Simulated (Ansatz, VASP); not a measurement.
# Ni: VASP beside Ansatz

```
Ni
1.0
     2.44881    0.00000    0.00000
     0.00000    2.44881    0.00000
     0.00000    0.00000   27.12101
Ni
8
Direct
  0.50000 0.50000 0.27859
  0.00000 0.00000 0.33999
  0.50000 0.50000 0.40425
  0.00000 0.00000 0.46809
  0.50000 0.50000 0.53191
  0.00000 0.00000 0.59574
  0.50000 0.50000 0.66001
  0.00000 0.00000 0.72141
```

Alike in both runs: functional PBEsol; k mesh 14 × 14 × 1; occupations gaussian, width 0.1 eV; collinear spin.

Ansatz relaxed the structure, and its values are those at the end. VASP's run is a single point on that final structure, the one shown.

|  | VASP | Ansatz |
| --- | --- | --- |
| version | VASP 6.6.1 | Ansatz 0.2.0 |
| potentials or method | VASP PAW PBE potentials, release 64 (Ni), cutoff 520 eV | scalar-relativistic, plane waves, PAW |
| valence electrons in the cell | 80 | 144 |

|  | VASP | Ansatz | Ansatz less VASP |
| --- | --- | --- | --- |
| gap on the k mesh at the Fermi level (eV) | none | none | - |
| rms of the force components (eV/Å) | 0.010 | 0.008 | -0.0026 |
| net moment per atom (μB) | 0.62 | 0.63 | +0.010 |
| size of the moment on the site where the two differ most (μB) | 0.62 | 0.66 | +0.043 |
| work function, face that differs most (eV) | 5.04 | 5.06 | +0.029 |

VASP's potentials were made for PBE, not for PBEsol. Site moments also hang on the region over which each program counts them. A gap of «none» marks a metal or a gap that the smearing closes. VASP's potentials hold 80 valence electrons a cell and Ansatz's 144, so a difference there can come from the potentials and not from the codes. Ansatz's warnings: xc potential rough in thin density.
